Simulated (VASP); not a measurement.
# Co in VASP: a series of runs

The runs below take Co through single point, with PBE.

All numbers are computed with VASP 6.6.1; they aren't measurements. Logs are shortened: lines on timing, memory, paths and dates and some standing lists are left out, and cuts for length are marked.

## (1) The cell of the first run

The cell holds a wire with vacuum, 6 atoms: a = 12.700 Å, b = 12.900 Å, c = 3.816 Å, α = 90.00°, β = 90.00°, γ = 90.00°.

## (2) Single point, PBE, collinear spin, ferromagnetic start

The input, INCAR:

```
SYSTEM = Co
ALGO = Normal
EDIFF = 1E-6
ENCUT = 520
GGA = PE
ISIF = 2
ISMEAR = 0
ISPIN = 2
LASPH = .True.
LCHARG = .False.
LMAXMIX = 4
LORBIT = 11
LREAL = .False.
LWAVE = .False.
MAGMOM = 1.86 1.86 1.86 1.86 1.86 1.86
NBANDS = 40
NELM = 150
PREC = Accurate
SIGMA = 0.05
```

The input, KPOINTS:

```
k-points
0
Gamma
  1 1 8
  0 0 0
```

The input, POSCAR:

```
Co
1.0
   12.7000000000      0.0000000000      0.0000000000
    0.0000000000     12.9000000000      0.0000000000
    0.0000000000      0.0000000000      3.8160499033
Co
6
Direct
    0.4538504045      0.3721153819      0.2500000000
    0.3644221621      0.5248373999      0.2500000000
    0.5505606928      0.5287018142      0.2500000000
    0.4494393072      0.4712981858      0.7500000000
    0.6355778379      0.4751626001      0.7500000000
    0.5461495955      0.6278846181      0.7500000000
```

Potentials or basis: VASP PAW PBE potentials, release 64 (Co).

Command:

```
$ cat potpaw_PBE.64/Co/POTCAR > POTCAR
$ mpirun -np 1 vasp_std > vasp.out
```

OUTCAR:

```text
SYSTEM = Co
   EDIFF = 1E-6
   ENCUT = 520
   GGA = PE
   ISIF = 2
   ISMEAR = 0
   ISPIN = 2
   LASPH = .True.
   LORBIT = 11
   LREAL = .False.
   NELM = 150
   PREC = Accurate

 ion  position               nearest neighbor table
   1  0.454  0.372  0.250-   2 2.27   4 2.30   4 2.30   3 2.36
   2  0.364  0.525  0.250-   1 2.27   4 2.30   4 2.30   3 2.36
   3  0.551  0.529  0.250-   6 2.30   6 2.30   5 2.30   5 2.30   1 2.36   2 2.36   4 2.42   4 2.42

   4  0.449  0.471  0.750-   1 2.30   1 2.30   2 2.30   2 2.30   6 2.36   5 2.36   3 2.42   3 2.42

   5  0.636  0.475  0.750-   6 2.27   3 2.30   3 2.30   4 2.36
   6  0.546  0.628  0.750-   5 2.27   3 2.30   3 2.30   4 2.36

  LATTYP: Found a simple orthorhombic cell.
 ALAT       =     3.8160499033
 B/A-ratio  =     3.3280487210
 C/A-ratio  =     3.3804589371

  Lattice vectors:

 A1 = (   0.0000000000,   0.0000000000,   3.8160499033)
 A2 = (  12.7000000000,   0.0000000000,   0.0000000000)
 A3 = (   0.0000000000,  12.9000000000,   0.0000000000)

Analysis of symmetry for initial positions (statically):
=====================================================================
 Subroutine PRICEL returns:
 Original cell was already a primitive cell.

 Routine SETGRP: Setting up the symmetry group for a
 simple orthorhombic supercell.

 Subroutine GETGRP returns: Found  4 space group operations
 (whereof  2 operations were pure point group operations)
 out of a pool of  8 trial point group operations.

The static configuration has the point symmetry S_2 .
 The point group associated with its full space group is C_2h.

Analysis of symmetry for dynamics (positions and initial velocities):
=====================================================================
 Subroutine PRICEL returns:
 Original cell was already a primitive cell.

 Routine SETGRP: Setting up the symmetry group for a
 simple orthorhombic supercell.

 Subroutine GETGRP returns: Found  4 space group operations
 (whereof  2 operations were pure point group operations)
 out of a pool of  8 trial point group operations.

The dynamic configuration has the point symmetry S_2 .
 The point group associated with its full space group is C_2h.

Analysis of structural, dynamic, and magnetic symmetry:
=====================================================================
 Subroutine PRICEL returns:
 Original cell was already a primitive cell.

 Routine SETGRP: Setting up the symmetry group for a
 simple orthorhombic supercell.

 Subroutine GETGRP returns: Found  4 space group operations
[... 127 lines left out ...]
 maximum number of plane-waves:     16890
 NGX is ok and might be reduce to    96
   NGX = 47   NGY = 47   NGZ = 15

 number of electron      54.0000027 magnetization      11.2514085

 Free energy of the ion-electron system (eV)
  ---------------------------------------------------
  ext. energy  EPLUGINS =         0.00000000
  ---------------------------------------------------
  free energy    TOTEN  =       -32.02592927 eV

  energy without entropy =      -32.02298506  energy(sigma->0) =      -32.02445716

 E-fermi :  -2.2353     XC(G=0):  -2.7031

 val. band max:       -2.2668140982   @ k =   0.0000   0.0000   0.0000
 cond. band min:      -2.1887072043   @ k =   0.0000   0.0000   0.2500
 fundamental gap:      0.0781068939
 Fermi energy:        -2.2352907787

 spin component 1

 k-point     1 :       0.0000    0.0000    0.0000
  band No.  band energies     occupation
      1      -8.9148      1.00000
      2      -7.4415      1.00000
      3      -6.3407      1.00000
      4      -6.2987      1.00000
      5      -6.1873      1.00000
      6      -6.0468      1.00000
[... 199 lines left out ...]
     38       0.8105      0.00000
     39       0.9123      0.00000
 Fermi energy:        -2.2352907787

 spin component 2

 k-point     1 :       0.0000    0.0000    0.0000
  band No.  band energies     occupation
      1      -8.7321      1.00000
      2      -6.4573      1.00000
      3      -5.0188      1.00000
      4      -4.9558      1.00000
      5      -4.9244      1.00000
      6      -4.8838      1.00000
[... 199 lines left out ...]
     38       1.3621      0.00000
     39       1.5376      0.00000
 [bands above 39 left out]

------------------------ aborting loop because EDIFF is reached ----------------------------------------

  FORCE on cell =-STRESS in cart. coord.  units (eV):
  Direction    XX          YY          ZZ          XY          YZ          ZX
  --------------------------------------------------------------------------------------
  -------------------------------------------------------------------------------------
  Total       -0.0784941     -0.0779038     -0.2298215      0.0089080      0.0000000      0.0000000
  in kB       -0.2011592     -0.1996465     -0.5889707      0.0228288      0.0000000      0.0000000
  external PRESSURE =      -0.3299255 kB  Pullay stress =       0.0000000 kB

 VOLUME and BASIS-vectors are now :
 -----------------------------------------------------------------------------
  energy-cutoff  :      520.00
  volume of cell :      625.18
      direct lattice vectors                 reciprocal lattice vectors
    12.700000000  0.000000000  0.000000000     0.078740157  0.000000000  0.000000000
     0.000000000 12.900000000  0.000000000     0.000000000  0.077519380  0.000000000
     0.000000000  0.000000000  3.816049903     0.000000000  0.000000000  0.262051080

 POSITION                                       TOTAL-FORCE (eV/Angst)
 -----------------------------------------------------------------------------------
      5.76390      4.80029      0.95401         0.001118      0.021297     -0.000000
      4.62816      6.77040      0.95401         0.021819     -0.011183      0.000000
      6.99212      6.82025      0.95401        -0.004628     -0.004156     -0.000000
      5.70788      6.07975      2.86204         0.004628      0.004156      0.000000
      8.07184      6.12960      2.86204        -0.021819      0.011183      0.000000
      6.93610      8.09971      2.86204        -0.001118     -0.021297      0.000000
 -----------------------------------------------------------------------------------
    total drift:                                0.000000      0.000000      0.000000

  FREE ENERGIE OF THE ION-ELECTRON SYSTEM (eV)
  ---------------------------------------------------
  free  energy   TOTEN  =       -32.0259292698 eV

  energy  without entropy=      -32.0229850573  energy(sigma->0) =      -32.02445716

 total charge

# of ion       s       p       d       tot
------------------------------------------
    1        0.491   0.245   7.272   8.008
    2        0.491   0.245   7.272   8.007
    3        0.524   0.507   7.320   8.351
    4        0.524   0.507   7.320   8.351
    5        0.491   0.245   7.272   8.007
    6        0.491   0.245   7.272   8.008
--------------------------------------------------
tot          3.012   1.994  43.727  48.732

 magnetization (x)

# of ion       s       p       d       tot
------------------------------------------
    1        0.011  -0.010   1.987   1.988
    2        0.011  -0.010   1.988   1.989
    3       -0.025  -0.048   1.615   1.541
    4       -0.025  -0.048   1.615   1.541
    5        0.011  -0.010   1.988   1.989
    6        0.011  -0.010   1.987   1.988
--------------------------------------------------
tot         -0.005  -0.138  11.180  11.037
```

OSZICAR:

```text
N       E                     dE             d eps       ncg     rms          rms(c)
DAV:   1     0.308382722941E+03    0.30838E+03   -0.18013E+04   800   0.102E+03
DAV:   2    -0.192280140746E+02   -0.32761E+03   -0.30463E+03   816   0.265E+02
[... 26 lines left out ...]
DAV:  29    -0.320259132881E+02   -0.23934E-04   -0.31054E-06   696   0.580E-03    0.876E-04
DAV:  30    -0.320259199998E+02   -0.67117E-05   -0.43833E-07   568   0.300E-03    0.125E-03
DAV:  31    -0.320259248750E+02   -0.48752E-05   -0.35573E-07   536   0.358E-03    0.128E-03
DAV:  32    -0.320259275900E+02   -0.27150E-05   -0.20239E-07   544   0.284E-03    0.601E-04
DAV:  33    -0.320259290398E+02   -0.14498E-05   -0.14045E-07   504   0.169E-03    0.249E-04
DAV:  34    -0.320259292698E+02   -0.23002E-06   -0.48226E-08   552   0.102E-03
   1 F= -.32025929E+02 E0= -.32024457E+02  d E =-.294421E-02  mag=    11.2514
```

It took 15 min on 1 thread of Oxide Virtual Turin-like, shared host; peak memory 0.79 GiB.

Results:

```
Free energy                                           : -32.0259 eV
Largest force                                         : 0.025 eV/Å
Net moment                                            : 11.25 μB per cell
Site moments                                          : Co +1.99, +1.54 μB
Valence electrons inside the program's atomic spheres : Co 8.01, 8.35
```

Forces in eV/Å, atoms in the order of the input:
```
Co   0.001  0.021  0.000
Co   0.022 -0.011  0.000
Co  -0.005 -0.004  0.000
Co   0.005  0.004  0.000
Co  -0.022  0.011  0.000
Co  -0.001 -0.021  0.000
```

Levels at points of the mesh, in eV from the Fermi level:
Spin up:
```
           k point  band 31  band 32  band 33  band 34  band 35  band 36
(0.00, 0.00, 0.00)    -1.20    -1.03    -0.93     0.79     0.86     1.84
(0.00, 0.00, 0.50)    -0.97    -0.97     0.86     0.86     1.43     1.43
```
Spin down:
```csv
k point,band 19,band 20,band 21,band 22,band 23,band 24
"(0.00, 0.00, 0.00)",-0.23,-0.17,-0.03,0.14,0.16,0.18
"(0.00, 0.00, 0.50)",-0.26,-0.26,-0.16,-0.16,0.21,0.21
```

## (3) Single point, PBE, collinear spin, ferromagnetic start

This run uses another cell than the first one, of 110.12 Å³/atom, 1.057 times its volume.

The input, INCAR:

```
PREC = Accurate ; ENCUT = 520
EDIFF = 1E-7 ; ISMEAR = 0
SIGMA = 0.05 ; LREAL = False
LASPH = True ; NELM = 150
ALGO = Normal ; ISIF = 2
LWAVE = False ; LCHARG = True
ISPIN = 2 ; MAGMOM = 1.86 1.86 1.86 1.86 1.86 1.86
LORBIT = 11 ; LMAXMIX = 4
GGA = PE ; LELF = True
LVHAR = True ; NBANDS = 40
```

The input, KPOINTS:

```
regular mesh
0
Gamma
  1 1 8
```

The input, POSCAR:

```
Co
1.0
   12.7000000000      0.0000000000      0.0000000000
    0.0000000000     12.9000000000      0.0000000000
    0.0000000000      0.0000000000      4.0330685337
Co
6
Direct
    0.4509100653      0.3604866261      0.2500000000
    0.3527301960      0.5279026748      0.2500000000
    0.5490899347      0.5279026748      0.2500000000
    0.4509100653      0.4720973252      0.7500000000
    0.6472698040      0.4720973252      0.7500000000
    0.5490899347      0.6395133739      0.7500000000
```

Potentials or basis: VASP PAW PBE potentials, release 64 (Co).

Command:

```
$ cat potpaw_PBE.64/Co/POTCAR > POTCAR
$ mpirun -np 1 vasp_std > vasp.out
```

It took 21 min on 1 thread of Oxide Virtual Turin-like, shared host; peak memory 0.85 GiB.

Results (log left out):

* Free energy: -31.0148 eV
* Largest force: 1.933 eV/Å
* Net moment: 12.09 μB per cell
* Site moments: Co +2.07, +1.77 μB
* Valence electrons inside the program's atomic spheres: Co 7.83, 7.82, 8.06

Forces on the atoms (eV/Å):
```
Co   0.022  1.932  0.000
Co   1.692 -0.926  0.000
Co  -0.440 -0.193  0.000
Co   0.440  0.193  0.000
Co  -1.692  0.926  0.000
Co  -0.022 -1.932  0.000
```

Levels at points of the mesh, in eV from the Fermi level:
Spin up:
| k point | band 31 | band 32 | band 33 | band 34 | band 35 | band 36 |
| --- | --- | --- | --- | --- | --- | --- |
| (0.00, 0.00, 0.00) | -1.39 | -1.25 | -1.12 | 0.55 | 0.71 | 1.72 |
| (0.00, 0.00, 0.50) | -1.29 | -1.29 | 0.55 | 0.55 | 1.00 | 1.00 |
Spin down:
```tsv
k point	band 17	band 18	band 19	band 20	band 21	band 22	band 23	band 24	band 25	band 26
(0.00, 0.00, 0.00)	-0.50	-0.22	-0.16	-0.05	0.01	0.07	0.15	0.18	0.18	0.31
(0.00, 0.00, 0.50)	-0.38	-0.38	-0.20	-0.20	-0.03	-0.03	0.16	0.16	0.23	0.23
```
